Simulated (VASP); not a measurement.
# BP (l.bB) (F-43m) in VASP: further runs

BP (l.bB) is run at these levels: LDA; tasks: single point.

Program: VASP 6.6.1. These are calculated values, not measurements. Logs are shortened: lines on timing, memory, paths and dates and some standing lists are left out, and cuts for length are marked.

## Step 1: The cell of the first run

It takes space group F-43m (No. 216, cubic). Conventional cell: a = 4.520 Å, b = 4.520 Å, c = 4.520 Å, α = 90.00°, β = 90.00°, γ = 90.00°. B (site symmetry -43m) has 4 P at 1.96 Å within 2.6 Å. Within 2.6 Å of P (site symmetry -43m) lie 4 B at 1.96 Å.

## Step 2: Single point, LDA

INCAR

```
SYSTEM = BP
PREC = Accurate ; ENCUT = 500
EDIFF = 1E-6 ; ISMEAR = 0
SIGMA = 0.1 ; LREAL = .FALSE.
LASPH = .TRUE. ; NELM = 120
ALGO = Normal ; ISIF = 2
LWAVE = .FALSE. ; LCHARG = .FALSE.
GGA = CA ; NBANDS = 11
GGA_COMPAT = .FALSE.
```

KPOINTS

```
regular mesh
0
G
  8 8 8
  0 0 0
```

POSCAR

```
BP
1.0
    0.0000000000      2.2600000000      2.2600000000
    2.2600000000      0.0000000000      2.2600000000
    2.2600000000      2.2600000000      0.0000000000
B P
1 1
Direct
    0.0000000000      0.0000000000      0.0000000000
    0.2500000000      0.2500000000      0.2500000000
```

Potentials or basis: VASP PAW LDA potentials, release 64 (B, P).

On the command line:

```bash
$ cat potpaw_LDA.64/B/POTCAR potpaw_LDA.64/P/POTCAR > POTCAR
$ mpirun -np 1 vasp_std > vasp.out
```

OUTCAR:

```text
SYSTEM = BP
   PREC = Accurate
   ENCUT = 500
   EDIFF = 1E-6
   ISMEAR = 0
   LREAL = .FALSE.
   LASPH = .TRUE.
   NELM = 120
   ISIF = 2
   GGA = CA

 ion  position               nearest neighbor table
   1  0.000  0.000  0.000-   2 1.96   2 1.96   2 1.96   2 1.96
   2  0.250  0.250  0.250-   1 1.96   1 1.96   1 1.96   1 1.96

  LATTYP: Found a face centered cubic cell.
 ALAT       =     4.5200000000

  Lattice vectors:

 A1 = (   0.0000000000,   2.2600000000,   2.2600000000)
 A2 = (   2.2600000000,   0.0000000000,   2.2600000000)
 A3 = (   2.2600000000,   2.2600000000,   0.0000000000)

Analysis of symmetry for initial positions (statically):
=====================================================================
 Subroutine PRICEL returns:
 Original cell was already a primitive cell.

 Routine SETGRP: Setting up the symmetry group for a
 face centered cubic supercell.

 Subroutine GETGRP returns: Found 24 space group operations
 (whereof 24 operations were pure point group operations)
 out of a pool of 48 trial point group operations.

The static configuration has the point symmetry T_d .

Analysis of symmetry for dynamics (positions and initial velocities):
=====================================================================
 Subroutine PRICEL returns:
 Original cell was already a primitive cell.

 Routine SETGRP: Setting up the symmetry group for a
 face centered cubic supercell.

 Subroutine GETGRP returns: Found 24 space group operations
 (whereof 24 operations were pure point group operations)
 out of a pool of 48 trial point group operations.

The dynamic configuration has the point symmetry T_d .

 Subroutine INISYM returns: Found 24 space group operations
 (whereof 24 operations are pure point group operations),
 and found     1 'primitive' translations

----------------------------------------------------------------------------------------

                                     Primitive cell

  volume of cell :      23.0864

  direct lattice vectors                    reciprocal lattice vectors
     0.000000000  2.260000000  2.260000000    -0.221238938  0.221238938  0.221238938
     2.260000000  0.000000000  2.260000000     0.221238938 -0.221238938  0.221238938
     2.260000000  2.260000000  0.000000000     0.221238938  0.221238938 -0.221238938

  length of vectors
     3.196122651  3.196122651  3.196122651     0.383197081  0.383197081  0.383197081

  position of ions in fractional coordinates (direct lattice)
     0.000000000  0.000000000  0.000000000
     0.250000000  0.250000000  0.250000000

  ion indices of the primitive-cell ions
   primitive index   ion index
                 1           1
                 2           2

----------------------------------------------------------------------------------------

 KPOINTS: regular mesh

Automatic generation of k-mesh.
 Grid dimensions read from file:
 generate k-points for:    8    8    8

 Generating k-lattice:

  Cartesian coordinates                     Fractional coordinates (reciprocal lattice)
    -0.027654867  0.027654867  0.027654867     0.125000000  0.000000000  0.000000000
     0.027654867 -0.027654867  0.027654867     0.000000000  0.125000000  0.000000000
     0.027654867  0.027654867 -0.027654867     0.000000000  0.000000000  0.125000000

  Length of vectors
     0.047899635  0.047899635  0.047899635

  Shift w.r.t. Gamma in fractional coordinates (k-lattice)
     0.000000000  0.000000000  0.000000000

 Subroutine IBZKPT returns following result:
 ===========================================

 Found     29 irreducible k-points:

 Following reciprocal coordinates:
            Coordinates               Weight
  0.000000  0.000000  0.000000      1.000000
  0.125000  0.000000  0.000000      8.000000
  0.250000  0.000000  0.000000      8.000000
  0.375000  0.000000  0.000000      8.000000
  0.500000  0.000000  0.000000      4.000000
  0.125000  0.125000  0.000000      6.000000
[... 16 lines left out ...]
  0.500000  0.250000  0.125000     48.000000
 -0.375000  0.250000  0.125000     24.000000
 [... further k-points ...]
   k-points           NKPTS =     29   k-points in BZ     NKDIM =     29   number of bands    NBANDS=     11
   number of dos      NEDOS =    301   number of ions     NIONS =      2
   total plane-waves  NPLWV =  13824
   dimension x,y,z NGX =    24 NGY =   24 NGZ =   24
   dimension x,y,z NGXF=    48 NGYF=   48 NGZF=   48
   ions per type =               1   1
   NGX,Y,Z   is equivalent  to a cutoff of  12.48, 12.48, 12.48 a.u.
   NGXF,Y,Z  is equivalent  to a cutoff of  24.97, 24.97, 24.97 a.u.
 SYSTEM =  BP
   PREC   = accura    normal or accurate (medium, high low for compatibility)
   ISTART =      0    job   : 0-new  1-cont  2-samecut
   ICHARG =      2    charge: 1-file 2-atom 10-const
   ISPIN  =      1    spin polarized calculation?
   LNONCOLLINEAR =      F non collinear calculations
   LSORBIT =      F    spin-orbit coupling
   LASPH  =      T    aspherical Exc in radial PAW
   ENCUT  =  500.0 eV  36.75 Ry    6.06 a.u.   5.83  5.83  5.83*2*pi/ulx,y,z
   NELM   =    120;   NELMIN=  2; NELMDL= -5     # of ELM steps
   EDIFF  = 0.1E-05   stopping-criterion for ELM
   LREAL  =      F    real-space projection
   EDIFFG = 0.1E-04   stopping-criterion for IOM
   NSW    =      0    number of steps for IOM
   IBRION =     -1    ionic relax: 0-MD 1-quasi-New 2-CG
   NFREE  =      0    steps in history (QN), initial steepest desc. (CG)
   ISIF   =      2    stress and relaxation
   ISYM   =      2    0-nonsym 1-usesym 2-fastsym
   POTIM  = 0.5000    time-step for ionic-motion
   TEBEG  =    0.0;   TEEND  =   0.0 temperature during run
   PSTRESS=    0.0 pullay stress
   NELECT =       8.0000    total number of electrons
   NUPDOWN=      -1.0000    fix difference up-down
   EMIN   =  10.00;   EMAX   =-10.00  energy-range for DOS
   EFERMI =   0.00;   METHOD = LEGACY
   ISMEAR =     0;   SIGMA  =   0.10  broadening in eV -4-tet -1-fermi 0-gaus
   EFERMI_NEDOS =   21; number of points for ismear=-14 and -15
   IALGO  =     38    algorithm
   IMIX   =      4    mixing-type and parameters
     AMIX     =   0.40;   BMIX     =  1.00
     AMIX_MAG =   1.60;   BMIX_MAG =  1.00
  volume/ion in A,a.u.               =      11.54        77.90
  Fermi-wavevector in a.u.,A,eV,Ry     =   1.149881  2.172961 17.989994  1.322227
  Thomas-Fermi vector in A             =   2.286549
   LORBIT       =      0    0 simple, 1 ext, 2 COOP (PROOUT), +10 PAW based schemes
   GGA     = CA    functional components
   LHFCALC =     F    Hartree Fock is set to
   AEXX    =    0.0000 exact exchange contribution
   IVDW    =     0    specifies the selected vdW correction
   LEPSILON=     F    determine dielectric tensor
   LRPA    =     F    only Hartree local field effects (RPA)
 non-spin polarized calculation
 Gauss-broadening in eV      SIGMA  =   0.10
  energy-cutoff  :      500.00
  volume of cell :       23.09
 maximum number of plane-waves:       604
   NGX = 11   NGY = 11   NGZ = 11

 number of electron       8.0000001 magnetization

 Free energy of the ion-electron system (eV)
  ---------------------------------------------------
  ext. energy  EPLUGINS =         0.00000000
  ---------------------------------------------------
  free energy    TOTEN  =       -14.39231485 eV

  energy without entropy =      -14.39231485  energy(sigma->0) =      -14.39231485

 E-fermi :   7.9920     XC(G=0): -11.1370

 val. band max:        7.5499957496   @ k =   0.0000   0.0000   0.0000
 cond. band min:       8.7544524256   @ k =   0.3750   0.3750   0.0000
 fundamental gap:      1.2044566760
 Fermi energy:         7.9919782788

 k-point     1 :       0.0000    0.0000    0.0000
  band No.  band energies     occupation
      1      -7.9462      2.00000
      2       7.5500      2.00000
      3       7.5500      2.00000
      4       7.5500      2.00000
      5      10.9465      0.00000
      6      10.9465      0.00000
      7      10.9465      0.00000
      8      15.1009      0.00000
      9      18.8896      0.00000
     10      19.7658      0.00000
     11      19.7658      0.00000

 k-point     2 :       0.1250    0.0000    0.0000
  band No.  band energies     occupation
      1      -7.6627      2.00000
      2       5.6962      2.00000
      3       7.1191      2.00000
      4       7.1191      2.00000
      5      11.4879      0.00000
      6      11.5413      0.00000
      7      11.5413      0.00000
      8      15.8433      0.00000
      9      18.8063      0.00000
     10      18.8063      0.00000
     11      19.7266      0.00000

 k-point     3 :       0.2500    0.0000    0.0000
  band No.  band energies     occupation
      1      -6.8303      2.00000
      2       2.6924      2.00000
      3       6.4279      2.00000
      4       6.4279      2.00000
      5      11.5896      0.00000
      6      12.3072      0.00000
      7      12.3072      0.00000
      8      17.1470      0.00000
      9      18.5275      0.00000
     10      18.5275      0.00000
     11      20.4781      0.00000

 k-point     4 :       0.3750    0.0000    0.0000
  band No.  band energies     occupation
      1      -5.5515      2.00000
      2      -0.0551      2.00000
      3       5.9503      2.00000
      4       5.9503      2.00000
      5      11.4627      0.00000
      6      12.3498      0.00000
      7      12.3498      0.00000
      8      17.5741      0.00000
      9      20.1953      0.00000
     10      20.1953      0.00000
     11      21.2808      0.00000
[... 239 lines left out ...]
 k-point    22 :       0.3750    0.2500    0.1250
  band No.  band energies     occupation
      1      -6.1003      2.00000
      2       2.6401      2.00000
      3       3.7165      2.00000
      4       5.5646      2.00000
      5      10.9724      0.00000
      6      13.5143      0.00000
      7      13.7694      0.00000
      8      15.0777      0.00000
      9      19.1780      0.00000
     10      21.4124      0.00000
     11      23.1208      0.00000

 k-point    23 :       0.5000    0.2500    0.1250
  band No.  band energies     occupation
      1      -4.8535      2.00000
      2       0.4432      2.00000
      3       3.0789      2.00000
      4       4.7785      2.00000
      5      11.5994      0.00000
      6      13.0177      0.00000
      7      14.8669      0.00000
      8      15.8919      0.00000
      9      19.9257      0.00000
     10      20.9527      0.00000
     11      24.5681      0.00000

 k-point    24 :      -0.3750    0.2500    0.1250
  band No.  band energies     occupation
      1      -3.9082      2.00000
      2      -0.9336      2.00000
      3       3.0084      2.00000
      4       4.4002      2.00000
      5      11.6675      0.00000
      6      12.7642      0.00000
      7      15.8818      0.00000
      8      17.3051      0.00000
      9      17.9644      0.00000
     10      21.9712      0.00000
     11      24.3133      0.00000

 [... further k-points ...]

------------------------ aborting loop because EDIFF is reached ----------------------------------------

  FORCE on cell =-STRESS in cart. coord.  units (eV):
  Direction    XX          YY          ZZ          XY          YZ          ZX
  --------------------------------------------------------------------------------------
  -------------------------------------------------------------------------------------
  Total       -0.4908915     -0.4908915     -0.4908915      0.0000000      0.0000000      0.0000000
  in kB      -34.0675379    -34.0675379    -34.0675379      0.0000000      0.0000000      0.0000000
  external PRESSURE =     -34.0675379 kB  Pullay stress =       0.0000000 kB

 VOLUME and BASIS-vectors are now :
 -----------------------------------------------------------------------------
  energy-cutoff  :      500.00
  volume of cell :       23.09
      direct lattice vectors                 reciprocal lattice vectors
     0.000000000  2.260000000  2.260000000    -0.221238938  0.221238938  0.221238938
     2.260000000  0.000000000  2.260000000     0.221238938 -0.221238938  0.221238938
     2.260000000  2.260000000  0.000000000     0.221238938  0.221238938 -0.221238938

 POSITION                                       TOTAL-FORCE (eV/Angst)
 -----------------------------------------------------------------------------------
      0.00000      0.00000      0.00000         0.000000      0.000000      0.000000
      1.13000      1.13000      1.13000        -0.000000     -0.000000     -0.000000
 -----------------------------------------------------------------------------------
    total drift:                                0.000000      0.000000      0.000000

  FREE ENERGIE OF THE ION-ELECTRON SYSTEM (eV)
  ---------------------------------------------------
  free  energy   TOTEN  =       -14.3923148505 eV

  energy  without entropy=      -14.3923148505  energy(sigma->0) =      -14.39231485
```

It took 15 s on 1 thread of AMD EPYC 7R13, shared host; peak memory 0.09 GiB.

Results:

```
Free energy            : -14.3923 eV
Pressure               : -3.4 GPa
Band gap on the k mesh : 1.20 eV, indirect (least direct gap 3.40 eV)
```

Levels at points of the mesh, in eV from the valence-band top:
```csv
k point,band 1,band 2,band 3,band 4,band 5,band 6,band 7,band 8
"(0.00, 0.00, 0.00)",-15.50,0.00,0.00,0.00,3.40,3.40,3.40,7.55
"(0.50, 0.00, 0.00)",-12.12,-9.10,-1.76,-1.76,3.85,4.69,4.69,9.96
"(0.50, 0.50, 0.00)",-10.60,-8.55,-4.15,-4.15,1.28,1.54,12.11,12.11
```

A k mesh can miss the band edges. A hybrid or GW would open this gap; LDA tends to underestimate it.

## Step 3: Single point, LDA

This run uses another cell than the first one, of 11.32 Å³/atom, 0.981 times its volume.

INCAR

```
SYSTEM = BP
  PREC = Accurate
  ENCUT = 500
  EDIFF = 1E-6
  ISMEAR = 0
  SIGMA = 0.02
  LREAL = .False.
  LASPH = .True.
  NELM = 120
  ALGO = Normal
  ISIF = 2
  LWAVE = .False.
  LCHARG = .False.
  NBANDS = 11
  GGA_COMPAT = .False.
```

KPOINTS

```
regular mesh
0
Gamma
  10 10 10
  0 0 0
```

POSCAR

```
BP
1.0
    0.0000000000      2.2453790265      2.2453790265
    2.2453790265      0.0000000000      2.2453790265
    2.2453790265      2.2453790265      0.0000000000
B P
1 1
Direct
    0.0000000000      0.0000000000      0.0000000000
    0.2500000000      0.2500000000      0.2500000000
```

Potentials or basis: VASP PAW LDA potentials, release 64 (B, P).

On the command line:

```bash
$ cat potpaw_LDA.64/B/POTCAR potpaw_LDA.64/P/POTCAR > POTCAR
$ mpirun -np 1 vasp_std > vasp.out
```

Wall time 21 s (1 thread of AMD EPYC 7R13, shared host); peak memory 0.1 GiB.

It converged, with:

```yaml
Free_energy: -14.3991 eV
Pressure: -0.1 GPa
Band_gap_on_the_k_mesh: 1.15 eV, indirect (least direct gap 3.43 eV)
```

Levels at points of the mesh, in eV from the valence-band top:
| k point | band 2 | band 3 | band 4 | band 5 | band 6 | band 7 |
| --- | --- | --- | --- | --- | --- | --- |
| (0.00, 0.00, 0.00) | 0.00 | 0.00 | 0.00 | 3.43 | 3.43 | 3.43 |
| (0.50, 0.00, 0.00) | -9.23 | -1.79 | -1.79 | 3.97 | 4.70 | 4.70 |
| (0.50, 0.50, 0.00) | -8.65 | -4.22 | -4.22 | 1.24 | 1.53 | 12.29 |

A k mesh can miss the band edges. As with any semilocal functional, this LDA gap is likely too small.
